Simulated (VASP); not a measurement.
# Ir (Pm-3m) in VASP: a series of runs

Runs on Ir. Level: PBEsol. Tasks: single point, relaxation of cell and atoms.

Everything below comes from runs of VASP 6.6.1. Logs are shortened: lines on timing, memory, paths and dates and some standing lists are left out, and cuts for length are marked.

### 1 The cell of the first run

Symmetry: Pm-3m, No. 221, cubic system. Conventional cell: a = 2.609 Å, b = 2.609 Å, c = 2.609 Å, α = 90.00°, β = 90.00°, γ = 90.00°. Within 3.4 Å of Ir (site symmetry m-3m) lie 6 Ir at 2.61 Å.

### 2 Single point, PBEsol (volume scaled by 1.08)

INCAR

```
ALGO = Normal
EDIFF = 1E-6
ENCUT = 520
GGA = PS
ISIF = 2
ISMEAR = -1
LASPH = True
LCHARG = True
LELF = True
LREAL = False
LVHAR = True
LWAVE = False
NBANDS = 10
NELM = 80
PREC = Accurate
SIGMA = 0.1
```

KPOINTS

```
k-points
0
Gamma
  14 14 14
```

POSCAR

```
Ir
1.0
    2.6086581007      0.0000000000      0.0000000000
    0.0000000000      2.6086581007      0.0000000000
    0.0000000000      0.0000000000      2.6086581007
Ir
1
Direct
    0.0000000000      0.0000000000      0.0000000000
```

Potentials or basis: VASP PAW PBE potentials, release 64 (Ir).

Launch:

```
cat potpaw_PBE.64/Ir/POTCAR > POTCAR
mpirun -np 1 vasp_std > vasp.out
```

OUTCAR:

```text
EDIFF = 1E-6
   ENCUT = 520
   GGA = PS
   ISIF = 2
   ISMEAR = -1
   LASPH = True
   LREAL = False
   NELM = 80
   PREC = Accurate

 ion  position               nearest neighbor table
   1  0.000  0.000  0.000-

  LATTYP: Found a simple cubic cell.
 ALAT       =     2.6086581007

  Lattice vectors:

 A1 = (   2.6086581007,   0.0000000000,   0.0000000000)
 A2 = (   0.0000000000,   2.6086581007,   0.0000000000)
 A3 = (   0.0000000000,   0.0000000000,   2.6086581007)

Analysis of symmetry for initial positions (statically):
=====================================================================
 Subroutine PRICEL returns:
 Original cell was already a primitive cell.

 Routine SETGRP: Setting up the symmetry group for a
 simple cubic supercell.

 Subroutine GETGRP returns: Found 48 space group operations
 (whereof 48 operations were pure point group operations)
 out of a pool of 48 trial point group operations.

The static configuration has the point symmetry O_h .

Analysis of symmetry for dynamics (positions and initial velocities):
=====================================================================
 Subroutine PRICEL returns:
 Original cell was already a primitive cell.

 Routine SETGRP: Setting up the symmetry group for a
 simple cubic supercell.

 Subroutine GETGRP returns: Found 48 space group operations
 (whereof 48 operations were pure point group operations)
 out of a pool of 48 trial point group operations.

The dynamic configuration has the point symmetry O_h .

 Subroutine INISYM returns: Found 48 space group operations
 (whereof 48 operations are pure point group operations),
 and found     1 'primitive' translations

----------------------------------------------------------------------------------------

                                     Primitive cell

  volume of cell :      17.7522

  direct lattice vectors                    reciprocal lattice vectors
     2.608658101  0.000000000  0.000000000     0.383338851  0.000000000  0.000000000
     0.000000000  2.608658101  0.000000000     0.000000000  0.383338851  0.000000000
     0.000000000  0.000000000  2.608658101     0.000000000  0.000000000  0.383338851

  length of vectors
     2.608658101  2.608658101  2.608658101     0.383338851  0.383338851  0.383338851

  position of ions in fractional coordinates (direct lattice)
     0.000000000  0.000000000  0.000000000
[... 73 lines left out ...]
   LASPH  =      T    aspherical Exc in radial PAW
   ENCUT  =  520.0 eV  38.22 Ry    6.18 a.u.   4.85  4.85  4.85*2*pi/ulx,y,z
   NELM   =     80;   NELMIN=  2; NELMDL= -5     # of ELM steps
   EDIFF  = 0.1E-05   stopping-criterion for ELM
   LREAL  =      F    real-space projection
   EDIFFG = 0.1E-04   stopping-criterion for IOM
   NSW    =      0    number of steps for IOM
   IBRION =     -1    ionic relax: 0-MD 1-quasi-New 2-CG
   NFREE  =      0    steps in history (QN), initial steepest desc. (CG)
   ISIF   =      2    stress and relaxation
   ISYM   =      2    0-nonsym 1-usesym 2-fastsym
   POTIM  = 0.5000    time-step for ionic-motion
   TEBEG  =    0.0;   TEEND  =   0.0 temperature during run
   PSTRESS=    0.0 pullay stress
   NELECT =       9.0000    total number of electrons
   NUPDOWN=      -1.0000    fix difference up-down
   EMIN   =  10.00;   EMAX   =-10.00  energy-range for DOS
   EFERMI =   0.00;   METHOD = LEGACY
   ISMEAR =    -1;   SIGMA  =   0.10  broadening in eV -4-tet -1-fermi 0-gaus
   EFERMI_NEDOS =   21; number of points for ismear=-14 and -15
   IALGO  =     38    algorithm
   IMIX   =      4    mixing-type and parameters
     AMIX     =   0.40;   BMIX     =  1.00
     AMIX_MAG =   1.60;   BMIX_MAG =  1.00
  volume/ion in A,a.u.               =      17.75       119.80
  Fermi-wavevector in a.u.,A,eV,Ry     =   1.305385  2.466819 23.184724  1.704029
  Thomas-Fermi vector in A             =   2.436257
   LORBIT       =      0    0 simple, 1 ext, 2 COOP (PROOUT), +10 PAW based schemes
   GGA     = PS    functional components
   LHFCALC =     F    Hartree Fock is set to
   AEXX    =    0.0000 exact exchange contribution
   IVDW    =     0    specifies the selected vdW correction
   LEPSILON=     F    determine dielectric tensor
   LRPA    =     F    only Hartree local field effects (RPA)
 non-spin polarized calculation
  energy-cutoff  :      520.00
  volume of cell :       17.75
 maximum number of plane-waves:       500
 NGX is ok and might be reduce to    20
   NGX =  9   NGY =  9   NGZ =  9

 number of electron       8.9999998 magnetization

 Free energy of the ion-electron system (eV)
  ---------------------------------------------------
  ext. energy  EPLUGINS =         0.00000000
  ---------------------------------------------------
  free energy    TOTEN  =        -8.67956683 eV

  energy without entropy =       -8.62829237  energy(sigma->0) =       -8.65392960

 E-fermi :   6.6533     XC(G=0): -12.6450

 val. band max:        6.6412773636   @ k =   0.1429   0.1429   0.0714
 cond. band min:       6.6913956794   @ k =   0.5000   0.0714   0.0000
 fundamental gap:      0.0501183158
 Fermi energy:         6.6533348133

 k-point     1 :       0.0000    0.0000    0.0000
  band No.  band energies     occupation
      1      -2.1235      2.00000
      2       1.0544      2.00000
      3       1.0544      2.00000
      4       7.8352      0.00001
      5       7.8352      0.00001
      6       7.8352      0.00001
      7      21.8920      0.00000
      8      21.8920      0.00000
      9      21.8920      0.00000
     10      27.5357      0.00000
[... 287 lines left out ...]
 k-point    24 :       0.3571    0.2143    0.0000
  band No.  band energies     occupation
      1       1.0992      2.00000
      2       2.5033      2.00000
      3       3.7189      2.00000
      4       5.8639      1.99925
      5       6.3911      1.86463
      6       7.0163      0.05166
      7      14.6661      0.00000
      8      20.7204      0.00000
      9      24.8682      0.00000
     10      28.4228      0.00000

 [... further k-points ...]
[... 5 lines left out ...]
  --------------------------------------------------------------------------------------
  -------------------------------------------------------------------------------------
  Total       -1.9392431     -1.9392431     -1.9392431      0.0000000      0.0000000     -0.0000000
  in kB     -175.0214754   -175.0214754   -175.0214754      0.0000000      0.0000000     -0.0000000
  external PRESSURE =    -175.0214754 kB  Pullay stress =       0.0000000 kB

 VOLUME and BASIS-vectors are now :
 -----------------------------------------------------------------------------
  energy-cutoff  :      520.00
  volume of cell :       17.75
      direct lattice vectors                 reciprocal lattice vectors
     2.608658101  0.000000000  0.000000000     0.383338851  0.000000000  0.000000000
     0.000000000  2.608658101  0.000000000     0.000000000  0.383338851  0.000000000
     0.000000000  0.000000000  2.608658101     0.000000000  0.000000000  0.383338851

 POSITION                                       TOTAL-FORCE (eV/Angst)
 -----------------------------------------------------------------------------------
      0.00000      0.00000      0.00000         0.000000      0.000000      0.000000
 -----------------------------------------------------------------------------------
    total drift:                               -0.000000     -0.000000     -0.000000

  FREE ENERGIE OF THE ION-ELECTRON SYSTEM (eV)
  ---------------------------------------------------
  free  energy   TOTEN  =        -8.6795668325 eV

  energy  without entropy=       -8.6282923686  energy(sigma->0) =       -8.65392960
```

stdout:

```text
POSCAR found type information on POSCAR Ir
 POSCAR found :  1 types and       1 ions
 scaLAPACK will be used
 -----------------------------------------------------------------------------
|                                                                             |
|                                                                             |
|     You enforced a specific xc type in the INCAR file but a different       |
|     I HOPE YOU KNOW WHAT YOU ARE DOING!                                     |
|                                                                             |
 -----------------------------------------------------------------------------

 LDA part: xc-table for (Slater+PW92), standard interpolation
 POSCAR, INCAR and KPOINTS ok, starting setup
 FFT: planning ... GRIDC
 FFT: planning ... GRID_SOFT
 FFT: planning ... GRID
 WAVECAR not read
 entering main loop
```

It took 11 s on 1 thread of AMD EPYC 7R13 (Zen 3), shared host; peak memory 0.11 GiB.

What came out:

- Free energy: -8.6796 eV
- Pressure: -17.5 GPa

Levels at points of the mesh, in eV from the Fermi level:
```
           k point  band 1  band 2  band 3  band 4  band 5  band 6  band 7  band 8  band 9
(0.00, 0.00, 0.00)   -8.78   -5.60   -5.60    1.18    1.18    1.18   15.24   15.24   15.24
(0.50, 0.00, 0.00)   -5.90   -4.93   -1.35   -1.35   -0.80    1.43    5.46   16.28   19.74
(0.50, 0.50, 0.00)   -5.96   -4.46   -0.88   -0.88    3.07    4.39    4.39   10.56   13.72
(0.50, 0.50, 0.50)   -4.80   -4.80   -4.80    3.24    3.24    9.38   10.30   10.30   10.30
```

Caveat: the cell differs from its parent crystal (volume scaled by 1.08); the PAW data sets were made with another functional, which shifts forces and pressure a little; spin-orbit coupling is left out, which moves the levels of the heavy elements.

### 3 Single point, PBEsol (volume scaled by 1.12)

INCAR

```
PREC = Accurate
ENCUT = 520
EDIFF = 1E-6
ISMEAR = -1
SIGMA = 0.1
LREAL = False
LASPH = True
NELM = 60
ALGO = Normal
ISIF = 2
LWAVE = False
LCHARG = False
GGA = PS
NBANDS = 10
```

KPOINTS

```
regular mesh
0
Gamma
  14 14 14
```

POSCAR

```
Ir
1.0
    2.6404741399      0.0000000000      0.0000000000
    0.0000000000      2.6404741399      0.0000000000
    0.0000000000      0.0000000000      2.6404741399
Ir
1
Direct
    0.0000000000      0.0000000000      0.0000000000
```

Potentials or basis: VASP PAW PBE potentials, release 64 (Ir).

Launch:

```
cat potpaw_PBE.64/Ir/POTCAR > POTCAR
mpirun -np 1 vasp_std > vasp.out
```

It took 11 s on 1 thread of AMD EPYC 7R13 (Zen 3), shared host; peak memory 0.11 GiB.

Results (log left out):

* Free energy: -8.5952 eV
* Pressure: -23.5 GPa

Levels at points of the mesh, in eV from the Fermi level:
| k point | band 1 | band 2 | band 3 | band 4 | band 5 | band 6 | band 7 | band 8 | band 9 |
| --- | --- | --- | --- | --- | --- | --- | --- | --- | --- |
| (0.00, 0.00, 0.00) | -8.47 | -5.32 | -5.32 | 1.10 | 1.10 | 1.10 | 15.00 | 15.00 | 15.00 |
| (0.50, 0.00, 0.00) | -5.67 | -4.68 | -1.28 | -1.28 | -0.66 | 1.34 | 5.18 | 16.23 | 19.47 |
| (0.50, 0.50, 0.00) | -5.63 | -4.27 | -0.83 | -0.83 | 2.88 | 4.34 | 4.34 | 10.05 | 13.44 |
| (0.50, 0.50, 0.50) | -4.53 | -4.53 | -4.53 | 3.04 | 3.04 | 9.48 | 10.00 | 10.00 | 10.00 |

Caveat: the cell differs from its parent crystal (volume scaled by 1.12); the PAW data sets were made with another functional, which shifts forces and pressure a little; spin-orbit coupling is left out, which moves the levels of the heavy elements.

### 4 Relaxation of cell and atoms, PBEsol

This run uses another cell than the first one, of 15.28 Å³/atom, 0.861 times its volume.

INCAR

```
PREC = Accurate
ENCUT = 600
EDIFF = 1E-6
ISMEAR = -1
SIGMA = 0.1
LREAL = False
LASPH = True
NELM = 60
ALGO = Normal
ISIF = 3
LWAVE = False
LCHARG = False
GGA = PS
IBRION = 2
NSW = 80
EDIFFG = -0.01
```

KPOINTS

```
regular mesh
0
Gamma
  13 13 13
```

POSCAR

```
Ir
1.0
    2.4815209647      0.0000000000      0.0000000000
    0.0000000000      2.4815209647      0.0000000000
    0.0000000000      0.0000000000      2.4815209647
Ir
1
Direct
    0.0000000000      0.0000000000      0.0000000000
```

Launch:

```
cat potpaw_PBE.64/Ir/POTCAR > POTCAR
mpirun -np 1 vasp_std > vasp.out
```

Wall time 40 s (1 thread of AMD EPYC 7R13 (Zen 3), shared host); peak memory 0.11 GiB.

It converged, with:

* Free energy: -8.7489 eV
* Relaxed volume: 16.47 Å³/atom
* Relaxed cell: a = 2.544 Å, b = 2.544 Å, c = 2.544 Å, α = 90.00°, β = 90.00°, γ = 90.00°
* Space group after relaxing (to 0.05 Å): Pm-3m (No. 221)
* Energy gained by relaxing: 84.9 meV/atom
* Ionic steps: 19
* Pressure after relaxing: 0.0 GPa

The path:
| step | energy change (eV) | largest force (eV/Å) | pressure (GPa) | volume (Å³) |
| --- | --- | --- | --- | --- |
| 1 | 0.0000 | 0.0000 | 24.72 | 15.28 |
| 2 | 0.5945 | 0.0000 | -36.26 | 21.11 |
| 3 | -0.0839 | 0.0000 | -2.28 | 16.61 |
| 4 | -0.0849 | 0.0000 | -0.28 | 16.48 |
| 5 | -0.0849 | 0.0000 | 0.13 | 16.46 |
| 6 | -0.0849 | 0.0000 | 0.14 | 16.46 |
| 7 | -0.0849 | 0.0000 | 0.14 | 16.46 |
| 8 | -0.0849 | 0.0000 | 0.13 | 16.46 |
| 9 | -0.0849 | 0.0000 | 0.13 | 16.46 |
| 10 | -0.0849 | 0.0000 | 0.13 | 16.46 |
| 11 | -0.0849 | 0.0000 | 0.13 | 16.46 |
| 12 | -0.0849 | 0.0000 | 0.13 | 16.46 |
| 13 | -0.0849 | 0.0000 | 0.13 | 16.46 |
| 14 | -0.0849 | 0.0000 | 0.13 | 16.46 |
| 15 | -0.0849 | 0.0000 | 0.13 | 16.46 |
| 16 | -0.0849 | 0.0000 | 0.12 | 16.46 |
| 17 | -0.0849 | 0.0000 | 0.12 | 16.46 |
| 18 | -0.0849 | 0.0000 | 0.10 | 16.46 |
| 19 | -0.0849 | 0.0000 | 0.00 | 16.47 |

Final structure:
```xyz
1
Lattice="2.5441 0.0000 0.0000 0.0000 2.5441 0.0000 0.0000 0.0000 2.5441" Properties=species:S:1:pos:R:3 pbc="T T T"
Ir    0.0000    0.0000    0.0000
```

Levels at points of the mesh, in eV from the Fermi level:
| k point | band 1 | band 2 | band 3 | band 4 | band 5 | band 6 | band 7 | band 8 |
| --- | --- | --- | --- | --- | --- | --- | --- | --- |
| (0.00, 0.00, 0.00) | -9.40 | -6.17 | -6.17 | 1.40 | 1.40 | 1.40 | 15.78 | 15.78 |

Caveat: the PAW data sets were made with another functional, which shifts forces and pressure a little; spin-orbit coupling is left out, which moves the levels of the heavy elements.

### 5 Single point, PBEsol

This run uses another cell than the first one, of 16.44 Å³/atom, 0.926 times its volume.

INCAR

```
PREC     = Accurate       # precision mode
ENCUT    = 520            # plane-wave cutoff, eV
EDIFF    = 1E-6           # SCF threshold, eV
ISMEAR   = -1             # smearing method
SIGMA    = 0.1            # smearing width, eV
LREAL    = False          # projectors in reciprocal space
LASPH    = True           # aspherical terms in the spheres
NELM     = 60             # most SCF steps
ALGO     = Normal         # electronic algorithm
ISIF     = 2              # what is computed and relaxed
LWAVE    = False          # write WAVECAR
LCHARG   = False          # write CHGCAR
GGA      = PS             # functional
NBANDS   = 10             # bands
```

KPOINTS

```
Automatic mesh
0
Gamma
  20 20 20
```

POSCAR

```
Ir
1.0
    2.5425875197      0.0000000000      0.0000000000
    0.0000000000      2.5425875197      0.0000000000
    0.0000000000      0.0000000000      2.5425875197
Ir
1
Direct
    0.0000000000      0.0000000000      0.0000000000
```

Launch:

```
cat potpaw_PBE.64/Ir/POTCAR > POTCAR
mpirun -np 1 vasp_std > vasp.out
```

It took 23 s on 1 thread of AMD EPYC 7R13 (Zen 3), shared host; peak memory 0.13 GiB.

The run converged. Its results:

- Free energy: -8.7517 eV
- Pressure: 0.1 GPa

Levels at points of the mesh, in eV from the Fermi level:
```tsv
k point	band 1	band 2	band 3	band 4	band 5	band 6	band 7	band 8
(0.00, 0.00, 0.00)	-9.44	-6.22	-6.22	1.38	1.38	1.38	15.77	15.77
(0.50, 0.00, 0.00)	-6.40	-5.47	-1.52	-1.52	-1.06	1.67	6.13	16.37
(0.50, 0.50, 0.00)	-6.70	-4.89	-0.97	-0.97	3.52	4.52	4.52	11.74
(0.50, 0.50, 0.50)	-5.39	-5.39	-5.39	3.72	3.72	9.13	10.99	10.99
```

Caveat: the PAW data sets were made with another functional, which shifts forces and pressure a little; spin-orbit coupling is left out, which moves the levels of the heavy elements.

### 6 The runs side by side

| task | cell | k mesh | cutoff (eV) | gap on the mesh (eV) | pressure (GPa) |
| --- | --- | --- | --- | --- | --- |
| single point | a = 2.609 Å, 1 atom | 14 × 14 × 14 | 520 | none | -17.5 |
| single point | a = 2.640 Å, 1 atom | 14 × 14 × 14 | 520 | none | -23.5 |
| relaxation of cell and atoms | relaxed from a = 2.482 Å, 1 atom | 13 × 13 × 13 | 600 | none | 0.0 |
| single point | a = 2.543 Å, 1 atom | 20 × 20 × 20 | 520 | none | 0.1 |

Alike in all rows: level PBEsol; potentials or basis VASP PAW PBE potentials, release 64 (Ir); no spin polarisation; smearing fermi-dirac 0.1 eV.

Caveats: the PAW data sets were made with another functional, which shifts forces and pressure a little; spin-orbit coupling is left out, which moves the levels of the heavy elements.

Absolute energies hang on the potentials; compare differences alone.
